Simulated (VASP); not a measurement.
# TiSi2 (Cmcm) in VASP: notebook

TiSi2 is run at these levels: PBE; tasks: single point.

Everything below comes from runs of VASP 6.6.1. Logs are shortened: lines on timing, memory, paths and dates and some standing lists are left out, and cuts for length are marked.

**1. The cell of the first run**

The structure is orthorhombic, space group Cmcm (No. 63). Conventional cell: a = 3.450 Å, b = 13.190 Å, c = 3.481 Å, α = 90.00°, β = 90.00°, γ = 90.00°. Ti (site symmetry m2m) has 10 Si at 2.52 to 2.75 Å and 2 Ti at 3.23 Å within 3.3 Å. Within 3.1 Å of Si (site symmetry m2m) lie 6 Si at 2.34 to 3.06 Å and 6 Ti at 2.52 to 2.75 Å. Si (site symmetry m2m) has 8 Si at 2.45 to 3.06 Å and 4 Ti at 2.59 to 2.60 Å within 3.2 Å.

**2. Single point, PBE (13.20 Å³/atom)**

The input, INCAR:

```
PREC = Accurate
ENCUT = 520
EDIFF = 1E-6
ISMEAR = 0
SIGMA = 0.15
LREAL = False
LASPH = True
NELM = 100
ALGO = Normal
ISIF = 2
LWAVE = False
LCHARG = False
GGA = PE
NBANDS = 29
```

The input, KPOINTS:

```
Automatic mesh
0
Gamma
  12 12 12
```

The input, POSCAR:

```
TiSi2
1.0
    1.7250321094     -6.5948695117      0.0000000000
    1.7250321094      6.5948695117      0.0000000000
    0.0000000000      0.0000000000      3.4809019937
Ti Si
2 4
Direct
    0.8968075259      0.1031924741      0.7500000000
    0.1031924741      0.8968075259      0.2500000000
    0.5591373592      0.4408626408      0.7500000000
    0.4408626408      0.5591373592      0.2500000000
    0.2498287182      0.7501712818      0.7500000000
    0.7501712818      0.2498287182      0.2500000000
```

Potentials or basis: VASP PAW PBE potentials, release 64 (Ti_sv, Si).

Launch:

```
cat potpaw_PBE.64/Ti_sv/POTCAR potpaw_PBE.64/Si/POTCAR > POTCAR
mpirun -np 1 vasp_std > vasp.out
```

OUTCAR:

```text
PREC = Accurate
   ENCUT = 520
   EDIFF = 1E-6
   ISMEAR = 0
   LREAL = False
   LASPH = True
   NELM = 100
   ISIF = 2
   GGA = PE

 ion  position               nearest neighbor table
   1  0.897  0.103  0.750-   4 2.52   4 2.52   4 2.52   4 2.52   5 2.59   5 2.59   6 2.60   6 2.60
                             3 2.75   3 2.75
   2  0.103  0.897  0.250-   3 2.52   3 2.52   3 2.52   3 2.52   6 2.59   6 2.59   5 2.60   5 2.60
                             4 2.75   4 2.75
   3  0.559  0.441  0.750-   4 2.34   4 2.34   2 2.52   2 2.52   2 2.52   2 2.52   1 2.75   1 2.75
                             5 3.05   5 3.05   6 3.06   6 3.06
   4  0.441  0.559  0.250-   3 2.34   3 2.34   1 2.52   1 2.52   1 2.52   1 2.52   2 2.75   2 2.75
                             6 3.05   6 3.05   5 3.06   5 3.06
   5  0.250  0.750  0.750-   6 2.45   6 2.45   6 2.45   6 2.45   1 2.59   1 2.59   2 2.60   2 2.60
                             3 3.05   3 3.05   4 3.06   4 3.06
   6  0.750  0.250  0.250-   5 2.45   5 2.45   5 2.45   5 2.45   2 2.59   2 2.59   1 2.60   1 2.60
                             4 3.05   4 3.05   3 3.06   3 3.06

  LATTYP: Found a base centered orthorhombic cell.
 ALAT       =     3.4500642188
 B/A-ratio  =     3.8230415978
 C/A-ratio  =     1.0089383191

  Lattice vectors:

 A1 = (   1.7250321094,  -6.5948695117,   0.0000000000)
 A2 = (   1.7250321094,   6.5948695117,   0.0000000000)
 A3 = (   0.0000000000,   0.0000000000,   3.4809019937)

Analysis of symmetry for initial positions (statically):
=====================================================================
 Subroutine PRICEL returns:
 Original cell was already a primitive cell.

 Routine SETGRP: Setting up the symmetry group for a
 base centered orthorhombic supercell.

 Subroutine GETGRP returns: Found  8 space group operations
 (whereof  4 operations were pure point group operations)
 out of a pool of  8 trial point group operations.

The static configuration has the point symmetry C_2h.
 The point group associated with its full space group is D_2h.

Analysis of symmetry for dynamics (positions and initial velocities):
=====================================================================
 Subroutine PRICEL returns:
 Original cell was already a primitive cell.

 Routine SETGRP: Setting up the symmetry group for a
 base centered orthorhombic supercell.

 Subroutine GETGRP returns: Found  8 space group operations
 (whereof  4 operations were pure point group operations)
 out of a pool of  8 trial point group operations.

The dynamic configuration has the point symmetry C_2h.
 The point group associated with its full space group is D_2h.

 Subroutine INISYM returns: Found  8 space group operations
 (whereof  4 operations are pure point group operations),
 and found     1 'primitive' translations

----------------------------------------------------------------------------------------

                                     Primitive cell

  volume of cell :      79.2000

  direct lattice vectors                    reciprocal lattice vectors
     1.725032109 -6.594869512  0.000000000     0.289849677 -0.075816511  0.000000000
     1.725032109  6.594869512  0.000000000     0.289849677  0.075816511  0.000000000
     0.000000000  0.000000000  3.480901994     0.000000000  0.000000000  0.287281860

  length of vectors
     6.816746999  6.816746999  3.480901994     0.299601366  0.299601366  0.287281860

  position of ions in fractional coordinates (direct lattice)
     0.896807526  0.103192474  0.750000000
     0.103192474  0.896807526  0.250000000
     0.559137359  0.440862641  0.750000000
     0.440862641  0.559137359  0.250000000
     0.249828718  0.750171282  0.750000000
     0.750171282  0.249828718  0.250000000

  ion indices of the primitive-cell ions
   primitive index   ion index
                 1           1
                 2           2
                 3           3
                 4           4
                 5           5
                 6           6

----------------------------------------------------------------------------------------

 KPOINTS: Automatic mesh

Automatic generation of k-mesh.
 Grid dimensions read from file:
 generate k-points for:   12   12   12

 Generating k-lattice:

  Cartesian coordinates                     Fractional coordinates (reciprocal lattice)
     0.024154140 -0.006318043  0.000000000     0.083333333  0.000000000  0.000000000
     0.024154140  0.006318043  0.000000000     0.000000000  0.083333333  0.000000000
     0.000000000  0.000000000  0.023940155     0.000000000  0.000000000  0.083333333

  Length of vectors
     0.024966781  0.024966781  0.023940155

  Shift w.r.t. Gamma in fractional coordinates (k-lattice)
     0.000000000  0.000000000  0.000000000

 Subroutine IBZKPT returns following result:
 ===========================================

 Found    301 irreducible k-points:

 Following reciprocal coordinates:
            Coordinates               Weight
  0.000000  0.000000  0.000000      1.000000
  0.083333 -0.000000  0.000000      4.000000
  0.166667  0.000000  0.000000      4.000000
  0.250000  0.000000  0.000000      4.000000
  0.333333  0.000000  0.000000      4.000000
  0.416667  0.000000  0.000000      4.000000
[... 16 lines left out ...]
  0.500000  0.166667  0.000000      4.000000
 -0.416667  0.166667  0.000000      4.000000
 [... further k-points ...]
   k-points           NKPTS =    301   k-points in BZ     NKDIM =    301   number of bands    NBANDS=     29
   number of dos      NEDOS =    301   number of ions     NIONS =      6
   total plane-waves  NPLWV =  81648
   dimension x,y,z NGX =    54 NGY =   54 NGZ =   28
   dimension x,y,z NGXF=   108 NGYF=  108 NGZF=   56
   ions per type =               2   4
   NGX,Y,Z   is equivalent  to a cutoff of  13.17, 13.17, 13.37 a.u.
   NGXF,Y,Z  is equivalent  to a cutoff of  26.34, 26.34, 26.75 a.u.
 SYSTEM =  unknown system
   PREC   = accura    normal or accurate (medium, high low for compatibility)
   ISTART =      0    job   : 0-new  1-cont  2-samecut
   ICHARG =      2    charge: 1-file 2-atom 10-const
   ISPIN  =      1    spin polarized calculation?
   LNONCOLLINEAR =      F non collinear calculations
   LSORBIT =      F    spin-orbit coupling
   LASPH  =      T    aspherical Exc in radial PAW
   ENCUT  =  520.0 eV  38.22 Ry    6.18 a.u.  12.67 12.67  6.47*2*pi/ulx,y,z
   NELM   =    100;   NELMIN=  2; NELMDL= -5     # of ELM steps
   EDIFF  = 0.1E-05   stopping-criterion for ELM
   LREAL  =      F    real-space projection
   EDIFFG = 0.1E-04   stopping-criterion for IOM
   NSW    =      0    number of steps for IOM
   IBRION =     -1    ionic relax: 0-MD 1-quasi-New 2-CG
   NFREE  =      0    steps in history (QN), initial steepest desc. (CG)
   ISIF   =      2    stress and relaxation
   ISYM   =      2    0-nonsym 1-usesym 2-fastsym
   POTIM  = 0.5000    time-step for ionic-motion
   TEBEG  =    0.0;   TEEND  =   0.0 temperature during run
   PSTRESS=    0.0 pullay stress
   NELECT =      40.0000    total number of electrons
   NUPDOWN=      -1.0000    fix difference up-down
   EMIN   =  10.00;   EMAX   =-10.00  energy-range for DOS
   EFERMI =   0.00;   METHOD = LEGACY
   ISMEAR =     0;   SIGMA  =   0.15  broadening in eV -4-tet -1-fermi 0-gaus
   EFERMI_NEDOS =   21; number of points for ismear=-14 and -15
   IALGO  =     38    algorithm
   IMIX   =      4    mixing-type and parameters
     AMIX     =   0.40;   BMIX     =  1.00
     AMIX_MAG =   1.60;   BMIX_MAG =  1.00
  volume/ion in A,a.u.               =      13.20        89.08
  Fermi-wavevector in a.u.,A,eV,Ry     =   1.303726  2.463686 23.125854  1.699702
  Thomas-Fermi vector in A             =   2.434709
   LORBIT       =      0    0 simple, 1 ext, 2 COOP (PROOUT), +10 PAW based schemes
   GGA     = PE    functional components
   LHFCALC =     F    Hartree Fock is set to
   AEXX    =    0.0000 exact exchange contribution
   IVDW    =     0    specifies the selected vdW correction
   LEPSILON=     F    determine dielectric tensor
   LRPA    =     F    only Hartree local field effects (RPA)
 non-spin polarized calculation
 Gauss-broadening in eV      SIGMA  =   0.15
  energy-cutoff  :      520.00
  volume of cell :       79.20
 maximum number of plane-waves:      2166
 NGX is ok and might be reduce to    54
   NGX = 25   NGY = 25   NGZ = 13

 number of electron      39.9999996 magnetization

 Free energy of the ion-electron system (eV)
  ---------------------------------------------------
  ext. energy  EPLUGINS =         0.00000000
  ---------------------------------------------------
  free energy    TOTEN  =       -40.48145085 eV

  energy without entropy =      -40.46409162  energy(sigma->0) =      -40.47277123

 E-fermi :  11.4653     XC(G=0): -11.9643

 val. band max:       11.4553911373   @ k =  -0.3333   0.2500   0.0833
 cond. band min:      11.4731822853   @ k =   0.5000   0.0000   0.0833
 fundamental gap:      0.0177911479
 Fermi energy:        11.4653339028

 k-point     1 :       0.0000    0.0000    0.0000
  band No.  band energies     occupation
      1     -45.1463      2.00000
      2     -45.1331      2.00000
      3     -21.5418      2.00000
      4     -21.4832      2.00000
      5     -21.4767      2.00000
      6     -21.4658      2.00000
[... 21 lines left out ...]
     28      14.6887      0.00000
     29      14.9431      0.00000

 k-point     2 :       0.0833   -0.0000    0.0000
  band No.  band energies     occupation
      1     -45.1458      2.00000
      2     -45.1327      2.00000
      3     -21.5405      2.00000
      4     -21.4902      2.00000
      5     -21.4761      2.00000
      6     -21.4721      2.00000
[... 21 lines left out ...]
     28      14.7630      0.00000
     29      15.0247      0.00000

 k-point     3 :       0.1667    0.0000    0.0000
  band No.  band energies     occupation
      1     -45.1446      2.00000
      2     -45.1316      2.00000
      3     -21.5370      2.00000
      4     -21.5092      2.00000
      5     -21.4892      2.00000
      6     -21.4743      2.00000
[... 21 lines left out ...]
     28      14.8682      0.00000
     29      14.9789      0.00000

 k-point     4 :       0.2500    0.0000    0.0000
  band No.  band energies     occupation
      1     -45.1430      2.00000
      2     -45.1302      2.00000
      3     -21.5363      2.00000
      4     -21.5310      2.00000
      5     -21.5125      2.00000
      6     -21.4718      2.00000
[... 21 lines left out ...]
     28      14.8117      0.00000
     29      15.8227      0.00000

 k-point     5 :       0.3333    0.0000    0.0000
  band No.  band energies     occupation
      1     -45.1414      2.00000
      2     -45.1287      2.00000
      3     -21.5612      2.00000
      4     -21.5360      2.00000
      5     -21.5266      2.00000
      6     -21.4693      2.00000
[... 21 lines left out ...]
     28      14.5577      0.00000
     29      15.7314      0.00000
[... 510 lines left out ...]
     28      14.6133      0.00000
     29      15.1997      0.00000

 k-point    22 :       0.4167    0.1667    0.0000
  band No.  band energies     occupation
      1     -45.1402      2.00000
      2     -45.1277      2.00000
      3     -21.5802      2.00000
      4     -21.5527      2.00000
      5     -21.5219      2.00000
      6     -21.4673      2.00000
[... 21 lines left out ...]
     28      14.8536      0.00000
     29      15.1353      0.00000

 k-point    23 :       0.5000    0.1667    0.0000
  band No.  band energies     occupation
      1     -45.1413      2.00000
      2     -45.1288      2.00000
      3     -21.5617      2.00000
      4     -21.5358      2.00000
      5     -21.5241      2.00000
      6     -21.4691      2.00000
[... 21 lines left out ...]
     28      15.0498      0.00000
     29      15.2777      0.00000

 k-point    24 :      -0.4167    0.1667    0.0000
  band No.  band energies     occupation
      1     -45.1429      2.00000
      2     -45.1303      2.00000
      3     -21.5372      2.00000
      4     -21.5274      2.00000
      5     -21.5122      2.00000
      6     -21.4715      2.00000
[... 21 lines left out ...]
     28      14.7162      0.00000
     29      15.5577      0.00000

 [... further k-points ...]

------------------------ aborting loop because EDIFF is reached ----------------------------------------

  FORCE on cell =-STRESS in cart. coord.  units (eV):
  Direction    XX          YY          ZZ          XY          YZ          ZX
  --------------------------------------------------------------------------------------
  -------------------------------------------------------------------------------------
  Total        6.7986063      5.8068928      7.7243461      0.0000000     -0.0000000      0.0000000
  in kB      137.5324854    117.4706065    156.2597509      0.0000000     -0.0000000      0.0000000
  external PRESSURE =     137.0876143 kB  Pullay stress =       0.0000000 kB

 VOLUME and BASIS-vectors are now :
 -----------------------------------------------------------------------------
  energy-cutoff  :      520.00
  volume of cell :       79.20
      direct lattice vectors                 reciprocal lattice vectors
     1.725032109 -6.594869512  0.000000000     0.289849677 -0.075816511  0.000000000
     1.725032109  6.594869512  0.000000000     0.289849677  0.075816511  0.000000000
     0.000000000  0.000000000  3.480901994     0.000000000  0.000000000  0.287281860

 POSITION                                       TOTAL-FORCE (eV/Angst)
 -----------------------------------------------------------------------------------
      1.72503     -5.23379      2.61068         0.000000     -0.260588     -0.000000
      1.72503      5.23379      0.87023         0.000000      0.260588     -0.000000
      1.72503     -0.78001      2.61068         0.000000     -0.290136      0.000000
      1.72503      0.78001      0.87023         0.000000      0.290136      0.000000
      1.72503      3.29969      2.61068         0.000000      0.028320     -0.000000
      1.72503     -3.29969      0.87023         0.000000     -0.028320     -0.000000
 -----------------------------------------------------------------------------------
    total drift:                                0.000000      0.000000      0.000000

  FREE ENERGIE OF THE ION-ELECTRON SYSTEM (eV)
  ---------------------------------------------------
  free  energy   TOTEN  =       -40.4814508459 eV

  energy  without entropy=      -40.4640916153  energy(sigma->0) =      -40.47277123
```

Wall time 12 min (1 thread of AMD EPYC 9R45 (Zen 5), shared host); peak memory 0.64 GiB.

Results:

- Free energy: -40.4815 eV
- Pressure: 13.7 GPa
- Largest force: 0.290 eV/Å
- Band gap on the k mesh: zero (bands 20 and 21 overlap by 1.09 eV)

Forces in eV/Å, atoms in the order of the input:
```
Ti   0.000 -0.261  0.000
Ti   0.000  0.261  0.000
Si   0.000 -0.290  0.000
Si   0.000  0.290  0.000
Si   0.000  0.028  0.000
Si   0.000 -0.028  0.000
```

Levels at points of the mesh, in eV from the Fermi level:
```csv
k point,band 16,band 17,band 18,band 19,band 20,band 21,band 22,band 23,band 24,band 25
"(0.00, 0.00, 0.00)",-2.58,-2.35,-2.12,-2.05,0.50,0.89,0.95,1.12,1.26,1.44
"(0.50, 0.00, 0.00)",-2.65,-1.81,-1.49,-0.74,-0.60,-0.58,1.46,1.70,1.85,1.97
"(0.50, 0.50, 0.00)",-2.75,-2.62,-1.93,-1.25,0.41,0.69,0.79,1.00,1.55,2.33
"(0.00, 0.00, 0.50)",-2.44,-1.78,-1.78,-0.03,-0.03,0.98,0.98,1.59,1.59,1.84
"(0.50, 0.00, 0.50)",-4.19,-3.30,-3.30,-2.61,-2.61,1.93,1.93,2.10,2.10,2.69
"(0.50, 0.50, 0.50)",-3.54,-2.17,-2.17,-0.94,-0.94,0.60,0.60,1.87,1.87,2.71
```

Caveat: the cell stands under pressure.

**3. Single point, PBE (13.20 Å³/atom)**

The input, INCAR:

```
  PREC = Accurate
  ENCUT = 520
  EDIFF = 1E-6
  ISMEAR = 0
  SIGMA = 0.15
  LREAL = F
  LASPH = T
  NELM = 80
  ALGO = Normal
  ISIF = 2
  LWAVE = F
  LCHARG = F
  GGA = PE
  NBANDS = 29
```

KPOINTS is that of step 2.

Edit POSCAR of step 2 so:

```diff
@@ -2,5 +2,5 @@
 1.0
-    1.7250321094     -6.5948695117      0.0000000000
-    1.7250321094      6.5948695117      0.0000000000
-    0.0000000000      0.0000000000      3.4809019937
+    1.6907874325     -6.8647156302      0.0000000000
+    1.6907874325      6.8647156302      0.0000000000
+    0.0000000000      0.0000000000      3.4118004604
 Ti Si
```

Potentials or basis: VASP PAW PBE potentials, release 64 (Ti_sv, Si).

Launch:

```
cat potpaw_PBE.64/Ti_sv/POTCAR potpaw_PBE.64/Si/POTCAR > POTCAR
mpirun -np 1 vasp_std > vasp.out
```

OUTCAR:

```text
PREC = Accurate
   ENCUT = 520
   EDIFF = 1E-6
   ISMEAR = 0
   LREAL = F
   LASPH = T
   NELM = 80
   ISIF = 2
   GGA = PE

 ion  position               nearest neighbor table
   1  0.897  0.103  0.750-   4 2.48   4 2.48   4 2.48   4 2.48   5 2.63   5 2.63   6 2.64   6 2.64
                             3 2.80   3 2.80
   2  0.103  0.897  0.250-   3 2.48   3 2.48   3 2.48   3 2.48   6 2.63   6 2.63   5 2.64   5 2.64
                             4 2.80   4 2.80
   3  0.559  0.441  0.750-   4 2.36   4 2.36   2 2.48   2 2.48   2 2.48   2 2.48   1 2.80   1 2.80
                             5 3.12   5 3.12   6 3.13   6 3.13
[... 986 lines left out ...]
  Total       10.4405038      1.6395456     11.4326082      0.0000000     -0.0000000      0.0000000
  in kB      211.2062950     33.1672067    231.2760821      0.0000000     -0.0000000      0.0000000
  external PRESSURE =     158.5498613 kB  Pullay stress =       0.0000000 kB

 VOLUME and BASIS-vectors are now :
 -----------------------------------------------------------------------------
  energy-cutoff  :      520.00
  volume of cell :       79.20
      direct lattice vectors                 reciprocal lattice vectors
     1.690787433 -6.864715630  0.000000000     0.295720201 -0.072836229  0.000000000
     1.690787433  6.864715630  0.000000000     0.295720201  0.072836229  0.000000000
     0.000000000  0.000000000  3.411800460     0.000000000  0.000000000  0.293100377

 POSITION                                       TOTAL-FORCE (eV/Angst)
 -----------------------------------------------------------------------------------
      1.69079     -5.44794      2.55885         0.000000      0.318126     -0.000000
      1.69079      5.44794      0.85295         0.000000     -0.318126     -0.000000
      1.69079     -0.81192      2.55885         0.000000      0.113822     -0.000000
      1.69079      0.81192      0.85295         0.000000     -0.113822      0.000000
      1.69079      3.43471      2.55885         0.000000      0.008993     -0.000000
      1.69079     -3.43471      0.85295         0.000000     -0.008993      0.000000
 -----------------------------------------------------------------------------------
    total drift:                                0.000000      0.000000      0.000000

  FREE ENERGIE OF THE ION-ELECTRON SYSTEM (eV)
  ---------------------------------------------------
  free  energy   TOTEN  =       -40.2655445765 eV

  energy  without entropy=      -40.2487433764  energy(sigma->0) =      -40.25714398
```

stdout:

```text
POSCAR found type information on POSCAR TiSi
 POSCAR found :  2 types and       6 ions
 scaLAPACK will be used
 LDA part: xc-table for (Slater+PW92), standard interpolation
 POSCAR, INCAR and KPOINTS ok, starting setup
 FFT: planning ... GRIDC
 FFT: planning ... GRID_SOFT
 FFT: planning ... GRID
 WAVECAR not read
 entering main loop
```

Wall time 13 min (1 thread of AMD EPYC 9R45 (Zen 5), shared host); peak memory 0.64 GiB.

What came out:

| Quantity | Value |
| --- | --- |
| Free energy | -40.2655 eV |
| Pressure | 15.9 GPa |
| Largest force | 0.318 eV/Å |
| Band gap on the k mesh | zero (bands 20 and 21 overlap by 1.03 eV) |

Forces on the atoms (eV/Å):
```
Ti   0.000  0.318  0.000
Ti   0.000 -0.318  0.000
Si   0.000  0.114  0.000
Si   0.000 -0.114  0.000
Si   0.000  0.009  0.000
Si   0.000 -0.009  0.000
```

Stress tensor (GPa, compression positive):
```
21.12  0.00  0.00
 0.00  3.32  0.00
 0.00  0.00 23.13
```

Caveat: the stress differs along the axes, from 3 to 23 GPa.
